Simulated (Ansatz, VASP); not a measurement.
# One calculation of C, two programs

Contents of POSCAR:

```
C
1.0
    0.0000000000      1.7834000000      1.7834000000
    1.7834000000      0.0000000000      1.7834000000
    1.7834000000      1.7834000000      0.0000000000
C
2
Direct
    0.5000000000      0.5000000000      0.5000000000
    0.7500000000      0.7500000000      0.7500000000
```

File INCAR.step1:

```
SYSTEM = C
ALGO = Normal
EDIFF = 1E-4
ENCUT = 520
GGA = PE
ISMEAR = -1
LASPH = .True.
LCHARG = .False.
LREAL = .False.
LWAVE = .True.
NBANDS = 11
NELM = 60
PREC = Accurate
SIGMA = 0.08
```

Contents of INCAR.step2:

```
SYSTEM = C
ALGO = Normal
EDIFF = 1E-8
ENCUT = 520
ISIF = 2
ISMEAR = -1
ISTART = 1
LASPH = .True.
LCHARG = .False.
LEFG = .True.
LMIXTAU = .True.
LREAL = .False.
LWAVE = .False.
METAGGA = R2SCAN
NBANDS = 11
NELM = 60
PREC = Accurate
SIGMA = 0.08
```

Contents of KPOINTS:

```
k-points
0
Gamma
  20 20 20
  0 0 0
```

Input for Ansatz:

```yaml
crystal:
  lattice:
    - [0.0, 1.7834, 1.7834]
    - [1.7834, 0.0, 1.7834]
    - [1.7834, 1.7834, 0.0]
  atoms:
    - { symbol: C, position: [0.5, 0.5, 0.5] }
    - { symbol: C, position: [0.75, 0.75, 0.75] }
kpoints:
  mp_grid: { grid: [20, 20, 20] }
  band_path:
    path:
      - [0.0, 0.0, 0.0]
      - [0.5, 0.0, 0.5]
      - [0.625, 0.25, 0.625]
      - [0.375, 0.375, 0.75]
      - [0.0, 0.0, 0.0]
      - [0.5, 0.5, 0.5]
      - [0.5, 0.25, 0.75]
      - [0.5, 0.0, 0.5]
    npoints: 5
scf:
  occupations: { method: fermi_dirac, width: 0.08 }
hamiltonian:
  xc: r2scan
  pseudopotentials: { kind: paw }
output:
  forces: true
  stress: true
  eigenvalues: true
  efg: { contact_densities: true }
```

Alike in both runs: task electric field gradients; functional r2SCAN; k mesh 20 × 20 × 20; occupations fermi-dirac, width 0.08 eV; no spin polarisation.

|  | VASP | Ansatz |
| --- | --- | --- |
| version | VASP 6.6.1 | Ansatz 0.2.0 |
| potentials or method | VASP PAW PBE potentials, release 64 (C) | PAW with Ansatz's default frozen-core files, scalar-relativistic |
| plane-wave cutoff (eV) | 520 | 500 |
| valence electrons in the cell | 8 | 8 |

|  | VASP | Ansatz | Ansatz less VASP |
| --- | --- | --- | --- |
| gap on the k mesh at the Fermi level (eV) | 4.32 | 4.35 | +0.029 |
| pressure (GPa) | -1.4 | -2.4 | -1.09 |

VASP's potentials were made for PBE, not for r2SCAN.
